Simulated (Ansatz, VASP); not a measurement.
One calculation of BAs, two programs

```
B As
1.0
     0.00000    2.40771    2.36957
     2.40771    0.00000    2.36957
     2.40771    2.40771    0.00000
B As
1 1
Direct
  0.00000 0.00000 0.00000
  0.25000 0.25000 0.25000
```

Change from the starting cell: strained cell.

Alike in both runs: task relaxation of the atoms; functional PBEsol; k mesh 8 × 8 × 8; occupations gaussian, width 0.02 eV; no spin polarisation.

```csv
,VASP,Ansatz
version,VASP 6.6.1,Ansatz 0.2.0
potentials or method,"VASP PAW PBE potentials, release 64 (B, As), cutoff 450 eV","scalar-relativistic, plane waves, PAW"
valence electrons in the cell,8,18
```

VASP gave:

| Property | Result |
| --- | --- |
| gap on the k mesh at the Fermi level, each at its own relaxed structure (eV) | 0.86 |

Q: What did Ansatz give for the same quantities?

A: gap on the k mesh at the Fermi level, each at its own relaxed structure (eV): 0.87.

VASP's potentials were made for PBE, not for PBEsol, and Ansatz warns of the same on its side. VASP's potentials hold 8 valence electrons a cell and Ansatz's 18, so a difference there can come from the potentials and not from the codes. Ansatz's warnings: stress scf threshold loose.

Noted on VASP's run: the relaxation stopped at its first step, so nothing moved.
